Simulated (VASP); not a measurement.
# AgBr (Fm-3m) in VASP: further runs

Aim: see how the results for AgBr move with the level of theory and the settings. Levels: LDA, PBEsol, PBE. Tasks: single point.

All numbers are computed with VASP 6.6.1; they aren't measurements. Logs are shortened: lines on timing, memory, paths and dates and some standing lists are left out, and cuts for length are marked.

## Step 1: The cell of the first run

The structure is cubic, space group Fm-3m (No. 225). Conventional cell: a = 5.584 Å, b = 5.584 Å, c = 5.584 Å, α = 90.00°, β = 90.00°, γ = 90.00°. Within 3.7 Å of Ag (site symmetry m-3m) lie 6 Br at 2.79 Å. Within 3.7 Å of Br (site symmetry m-3m) lie 6 Ag at 2.79 Å.

## Step 2: Single point, LDA

INCAR

```
PREC = Accurate
ENCUT = 500
EDIFF = 1E-6
ISMEAR = -1
SIGMA = 0.02
LREAL = False
LASPH = True
NELM = 120
ALGO = Normal
ISIF = 2
LWAVE = False
LCHARG = True
LELF = True
LVHAR = True
NBANDS = 16
GGA_COMPAT = False
```

KPOINTS

```
regular mesh
0
Gamma
  8 8 8
```

POSCAR

```
AgBr
1.0
    0.0000000000      2.7920724481      2.7920724481
    2.7920724481      0.0000000000      2.7920724481
    2.7920724481      2.7920724481      0.0000000000
Ag Br
1 1
Direct
    0.0000000000      0.0000000000      0.0000000000
    0.5000000000      0.5000000000      0.5000000000
```

Potentials or basis: VASP PAW LDA potentials, release 64 (Ag, Br).

On the command line:

```
cat potpaw_LDA.64/Ag/POTCAR potpaw_LDA.64/Br/POTCAR > POTCAR
mpirun -np 1 vasp_std > vasp.out
```

OUTCAR:

```text
PREC = Accurate
   ENCUT = 500
   EDIFF = 1E-6
   ISMEAR = -1
   LREAL = False
   LASPH = True
   NELM = 120
   ISIF = 2

 ion  position               nearest neighbor table
   1  0.000  0.000  0.000-   2 2.79   2 2.79   2 2.79   2 2.79   2 2.79   2 2.79
   2  0.500  0.500  0.500-   1 2.79   1 2.79   1 2.79   1 2.79   1 2.79   1 2.79

  LATTYP: Found a face centered cubic cell.
 ALAT       =     5.5841448962

  Lattice vectors:

 A1 = (   0.0000000000,   2.7920724481,   2.7920724481)
 A2 = (   2.7920724481,   0.0000000000,   2.7920724481)
 A3 = (   2.7920724481,   2.7920724481,   0.0000000000)

Analysis of symmetry for initial positions (statically):
=====================================================================
 Subroutine PRICEL returns:
 Original cell was already a primitive cell.

 Routine SETGRP: Setting up the symmetry group for a
 face centered cubic supercell.

 Subroutine GETGRP returns: Found 48 space group operations
 (whereof 48 operations were pure point group operations)
 out of a pool of 48 trial point group operations.

The static configuration has the point symmetry O_h .

Analysis of symmetry for dynamics (positions and initial velocities):
=====================================================================
 Subroutine PRICEL returns:
 Original cell was already a primitive cell.

 Routine SETGRP: Setting up the symmetry group for a
 face centered cubic supercell.

 Subroutine GETGRP returns: Found 48 space group operations
 (whereof 48 operations were pure point group operations)
 out of a pool of 48 trial point group operations.

The dynamic configuration has the point symmetry O_h .

 Subroutine INISYM returns: Found 48 space group operations
 (whereof 48 operations are pure point group operations),
 and found     1 'primitive' translations

----------------------------------------------------------------------------------------

                                     Primitive cell

  volume of cell :      43.5321

  direct lattice vectors                    reciprocal lattice vectors
     0.000000000  2.792072448  2.792072448    -0.179078448  0.179078448  0.179078448
     2.792072448  0.000000000  2.792072448     0.179078448 -0.179078448  0.179078448
     2.792072448  2.792072448  0.000000000     0.179078448  0.179078448 -0.179078448

  length of vectors
     3.948586723  3.948586723  3.948586723     0.310172970  0.310172970  0.310172970

  position of ions in fractional coordinates (direct lattice)
     0.000000000  0.000000000  0.000000000
     0.500000000  0.500000000  0.500000000

  ion indices of the primitive-cell ions
   primitive index   ion index
                 1           1
                 2           2

----------------------------------------------------------------------------------------

 KPOINTS: regular mesh

Automatic generation of k-mesh.
 Grid dimensions read from file:
 generate k-points for:    8    8    8

 Generating k-lattice:

  Cartesian coordinates                     Fractional coordinates (reciprocal lattice)
    -0.022384806  0.022384806  0.022384806     0.125000000  0.000000000  0.000000000
     0.022384806 -0.022384806  0.022384806     0.000000000  0.125000000  0.000000000
     0.022384806  0.022384806 -0.022384806     0.000000000  0.000000000  0.125000000

  Length of vectors
     0.038771621  0.038771621  0.038771621

  Shift w.r.t. Gamma in fractional coordinates (k-lattice)
     0.000000000  0.000000000  0.000000000

 Subroutine IBZKPT returns following result:
 ===========================================

 Found     29 irreducible k-points:

 Following reciprocal coordinates:
            Coordinates               Weight
  0.000000  0.000000  0.000000      1.000000
  0.125000  0.000000  0.000000      8.000000
  0.250000  0.000000  0.000000      8.000000
  0.375000  0.000000  0.000000      8.000000
  0.500000  0.000000  0.000000      4.000000
  0.125000  0.125000  0.000000      6.000000
[... 16 lines left out ...]
  0.500000  0.250000  0.125000     48.000000
 -0.375000  0.250000  0.125000     24.000000
 [... further k-points ...]
   k-points           NKPTS =     29   k-points in BZ     NKDIM =     29   number of bands    NBANDS=     16
   number of dos      NEDOS =    301   number of ions     NIONS =      2
   total plane-waves  NPLWV =  27000
   dimension x,y,z NGX =    30 NGY =   30 NGZ =   30
   dimension x,y,z NGXF=    60 NGYF=   60 NGZF=   60
   ions per type =               1   1
   NGX,Y,Z   is equivalent  to a cutoff of  12.63, 12.63, 12.63 a.u.
   NGXF,Y,Z  is equivalent  to a cutoff of  25.26, 25.26, 25.26 a.u.
 SYSTEM =  unknown system
   PREC   = accura    normal or accurate (medium, high low for compatibility)
   ISTART =      0    job   : 0-new  1-cont  2-samecut
   ICHARG =      2    charge: 1-file 2-atom 10-const
   ISPIN  =      1    spin polarized calculation?
   LNONCOLLINEAR =      F non collinear calculations
   LSORBIT =      F    spin-orbit coupling
   LASPH  =      T    aspherical Exc in radial PAW
   ENCUT  =  500.0 eV  36.75 Ry    6.06 a.u.   7.20  7.20  7.20*2*pi/ulx,y,z
   NELM   =    120;   NELMIN=  2; NELMDL= -5     # of ELM steps
   EDIFF  = 0.1E-05   stopping-criterion for ELM
   LREAL  =      F    real-space projection
   EDIFFG = 0.1E-04   stopping-criterion for IOM
   NSW    =      0    number of steps for IOM
   IBRION =     -1    ionic relax: 0-MD 1-quasi-New 2-CG
   NFREE  =      0    steps in history (QN), initial steepest desc. (CG)
   ISIF   =      2    stress and relaxation
   ISYM   =      2    0-nonsym 1-usesym 2-fastsym
   POTIM  = 0.5000    time-step for ionic-motion
   TEBEG  =    0.0;   TEEND  =   0.0 temperature during run
   PSTRESS=    0.0 pullay stress
   NELECT =      18.0000    total number of electrons
   NUPDOWN=      -1.0000    fix difference up-down
   EMIN   =  10.00;   EMAX   =-10.00  energy-range for DOS
   EFERMI =   0.00;   METHOD = LEGACY
   ISMEAR =    -1;   SIGMA  =   0.02  broadening in eV -4-tet -1-fermi 0-gaus
   EFERMI_NEDOS =   21; number of points for ismear=-14 and -15
   IALGO  =     38    algorithm
   IMIX   =      4    mixing-type and parameters
     AMIX     =   0.40;   BMIX     =  1.00
     AMIX_MAG =   1.60;   BMIX_MAG =  1.00
  volume/ion in A,a.u.               =      21.77       146.88
  Fermi-wavevector in a.u.,A,eV,Ry     =   1.219632  2.304771 20.238713  1.487503
  Thomas-Fermi vector in A             =   2.354878
   LORBIT       =      0    0 simple, 1 ext, 2 COOP (PROOUT), +10 PAW based schemes
   GGA     = CA    functional components
   LHFCALC =     F    Hartree Fock is set to
   AEXX    =    0.0000 exact exchange contribution
   IVDW    =     0    specifies the selected vdW correction
   LEPSILON=     F    determine dielectric tensor
   LRPA    =     F    only Hartree local field effects (RPA)
 non-spin polarized calculation
  energy-cutoff  :      500.00
  volume of cell :       43.53
 maximum number of plane-waves:      1124
 NGX is ok and might be reduce to    30
   NGX = 15   NGY = 15   NGZ = 15

 number of electron      18.0000002 magnetization

 Free energy of the ion-electron system (eV)
  ---------------------------------------------------
  ext. energy  EPLUGINS =         0.00000000
  ---------------------------------------------------
  free energy    TOTEN  =        -6.41216027 eV

  energy without entropy =       -6.41216011  energy(sigma->0) =       -6.41216019

 E-fermi :   4.8114     XC(G=0): -10.6838

 val. band max:        4.5809549398   @ k =   0.5000   0.0000   0.0000
 cond. band min:       4.9980323116   @ k =   0.0000   0.0000   0.0000
 fundamental gap:      0.4170773719
 Fermi energy:         4.8114180382

 k-point     1 :       0.0000    0.0000    0.0000
  band No.  band energies     occupation
      1     -11.0870      2.00000
      2       1.3212      2.00000
      3       1.3212      2.00000
      4       1.3212      2.00000
      5       1.3237      2.00000
      6       1.3237      2.00000
[... 8 lines left out ...]
     15      16.4505      0.00000
     16      16.4505      0.00000

 k-point     2 :       0.1250    0.0000    0.0000
  band No.  band energies     occupation
      1     -11.0096      2.00000
      2       0.8812      2.00000
      3       0.8812      2.00000
      4       0.9168      2.00000
      5       1.3752      2.00000
      6       1.3752      2.00000
[... 8 lines left out ...]
     15      15.5280      0.00000
     16      15.7615      0.00000

 k-point     3 :       0.2500    0.0000    0.0000
  band No.  band energies     occupation
      1     -10.8122      2.00000
      2      -0.2205      2.00000
      3       0.3053      2.00000
      4       0.3053      2.00000
      5       1.5089      2.00000
      6       1.5089      2.00000
[... 8 lines left out ...]
     15      15.9190      0.00000
     16      15.9190      0.00000

 k-point     4 :       0.3750    0.0000    0.0000
  band No.  band energies     occupation
      1     -10.5974      2.00000
      2      -1.1538      2.00000
      3      -0.0802      2.00000
      4      -0.0802      2.00000
      5       1.6490      2.00000
      6       1.6490      2.00000
[... 8 lines left out ...]
     15      16.9768      0.00000
     16      16.9768      0.00000
[... 324 lines left out ...]
 k-point    22 :       0.3750    0.2500    0.1250
  band No.  band energies     occupation
      1     -10.6888      2.00000
      2      -0.6675      2.00000
      3       0.2405      2.00000
      4       0.6181      2.00000
      5       1.4465      2.00000
      6       1.6187      2.00000
[... 8 lines left out ...]
     15      18.1281      0.00000
     16      18.6829      0.00000

 k-point    23 :       0.5000    0.2500    0.1250
  band No.  band energies     occupation
      1     -10.5336      2.00000
      2      -0.9324      2.00000
      3      -0.0797      2.00000
      4       0.1935      2.00000
      5       1.5640      2.00000
      6       1.7153      2.00000
[... 8 lines left out ...]
     15      18.4490      0.00000
     16      18.7563      0.00000

 k-point    24 :      -0.3750    0.2500    0.1250
  band No.  band energies     occupation
      1     -10.4666      2.00000
      2      -1.0226      2.00000
      3      -0.1371      2.00000
      4      -0.0803      2.00000
      5       1.6500      2.00000
      6       1.7161      2.00000
[... 8 lines left out ...]
     15      17.3208      0.00000
     16      19.0829      0.00000

 [... further k-points ...]

------------------------ aborting loop because EDIFF is reached ----------------------------------------

  FORCE on cell =-STRESS in cart. coord.  units (eV):
  Direction    XX          YY          ZZ          XY          YZ          ZX
  --------------------------------------------------------------------------------------
  -------------------------------------------------------------------------------------
  Total        0.0242246      0.0242246      0.0242246      0.0000000      0.0000000      0.0000000
  in kB        0.8915745      0.8915745      0.8915745      0.0000000      0.0000000      0.0000000
  external PRESSURE =       0.8915745 kB  Pullay stress =       0.0000000 kB

 VOLUME and BASIS-vectors are now :
 -----------------------------------------------------------------------------
  energy-cutoff  :      500.00
  volume of cell :       43.53
      direct lattice vectors                 reciprocal lattice vectors
     0.000000000  2.792072448  2.792072448    -0.179078448  0.179078448  0.179078448
     2.792072448  0.000000000  2.792072448     0.179078448 -0.179078448  0.179078448
     2.792072448  2.792072448  0.000000000     0.179078448  0.179078448 -0.179078448

 POSITION                                       TOTAL-FORCE (eV/Angst)
 -----------------------------------------------------------------------------------
      0.00000      0.00000      0.00000         0.000000     -0.000000      0.000000
      2.79207      2.79207      2.79207        -0.000000      0.000000     -0.000000
 -----------------------------------------------------------------------------------
    total drift:                               -0.000000      0.000000      0.000000

  FREE ENERGIE OF THE ION-ELECTRON SYSTEM (eV)
  ---------------------------------------------------
  free  energy   TOTEN  =        -6.4121602726 eV

  energy  without entropy=       -6.4121601119  energy(sigma->0) =       -6.41216019
```

Run time: 19 s. Hardware: 1 thread of Intel Xeon Platinum 8488C (Sapphire Rapids), shared host; peak memory 0.15 GiB.

Results:

```
Free energy            : -6.4122 eV
Pressure               : 0.1 GPa
Band gap on the k mesh : 0.42 eV, indirect (least direct gap 2.66 eV)
```

A k mesh can miss the band edges. Expect the measured gap to be larger: semilocal functionals such as LDA lack the derivative discontinuity.

## Step 3: Single point, PBEsol

This run uses another cell than the first one, of 22.84 Å³/atom, 1.049 times its volume.

INCAR

```
SYSTEM = AgBr
PREC = Accurate
ENCUT = 500
EDIFF = 1E-6
ISMEAR = -1
SIGMA = 0.02
LREAL = .False.
LASPH = .True.
NELM = 120
ALGO = Normal
ISIF = 2
LWAVE = .False.
LCHARG = .False.
GGA = PS
NBANDS = 16
GGA_COMPAT = .False.
```

KPOINTS

```
Automatic mesh
0
Gamma
  8 8 8
  0 0 0
```

POSCAR

```
AgBr
1.0
    0.0000000000      2.8370701364      2.8370701364
    2.8370701364      0.0000000000      2.8370701364
    2.8370701364      2.8370701364      0.0000000000
Ag Br
1 1
Direct
    0.0000000000      0.0000000000      0.0000000000
    0.5000000000      0.5000000000      0.5000000000
```

Potentials or basis: VASP PAW PBE potentials, release 64 (Ag, Br).

On the command line:

```
cat potpaw_PBE.64/Ag/POTCAR potpaw_PBE.64/Br/POTCAR > POTCAR
mpirun -np 1 vasp_std > vasp.out
```

It took 21 s on 1 thread of Intel Xeon Platinum 8488C (Sapphire Rapids), shared host; peak memory 0.17 GiB.

The run converged. Its results:

```yaml
Free_energy: -5.6983 eV
Pressure: 0.0 GPa
Band_gap_on_the_k_mesh: 0.50 eV, indirect (least direct gap 2.58 eV)
```

Levels at points of the mesh, in eV from the valence-band top:
```csv
k point,band 6,band 7,band 8,band 9,band 10,band 11,band 12,band 13
"(0.00, 0.00, 0.00)",-2.98,-2.08,-2.08,-2.08,0.50,9.80,9.80,9.80
"(0.50, 0.00, 0.00)",-2.64,-2.28,0.00,0.00,3.44,6.56,6.56,6.72
"(0.50, 0.50, 0.00)",-2.80,-2.52,-2.52,-2.40,1.39,6.84,9.05,11.08
```

Caveat: the PAW data sets were made with another functional, which shifts forces and pressure a little. A k mesh can miss the band edges.

## Step 4: Single point, PBE

This run uses another cell than the first one, of 24.21 Å³/atom, 1.112 times its volume.

INCAR

```
PREC = Accurate ; ENCUT = 500
EDIFF = 1E-6 ; ISMEAR = -1
SIGMA = 0.02 ; LREAL = False
LASPH = True ; NELM = 120
ALGO = Normal ; ISIF = 2
LWAVE = False ; LCHARG = False
GGA = PE ; NBANDS = 16
GGA_COMPAT = False
```

KPOINTS

```
Automatic mesh
0
Gamma
  8 8 8
```

POSCAR

```
AgBr
1.0
    0.0000000000      2.8927623052      2.8927623052
    2.8927623052      0.0000000000      2.8927623052
    2.8927623052      2.8927623052      0.0000000000
Ag Br
1 1
Direct
    0.0000000000      0.0000000000      0.0000000000
    0.5000000000      0.5000000000      0.5000000000
```

On the command line:

```
cat potpaw_PBE.64/Ag/POTCAR potpaw_PBE.64/Br/POTCAR > POTCAR
mpirun -np 1 vasp_std > vasp.out
```

It took 20 s on 1 thread of Intel Xeon Platinum 8488C (Sapphire Rapids), shared host; peak memory 0.17 GiB.

Results (log left out):

* Free energy: -4.9954 eV
* Pressure: 1.2 GPa
* Band gap on the k mesh: 0.68 eV, indirect (least direct gap 2.53 eV)

Levels at points of the mesh, in eV from the valence-band top:
```tsv
k point	band 5	band 6	band 7	band 8	band 9	band 10	band 11	band 12	band 13	band 14
(0.00, 0.00, 0.00)	-2.70	-2.70	-1.85	-1.85	-1.85	0.68	9.92	9.92	9.92	11.20
(0.50, 0.00, 0.00)	-2.41	-2.41	-2.08	0.00	0.00	3.80	6.46	6.81	6.81	12.20
(0.50, 0.50, 0.00)	-2.72	-2.55	-2.31	-2.31	-2.23	1.65	7.10	8.97	10.93	10.93
```

A k mesh can miss the band edges.

[end of part 1 of 2]
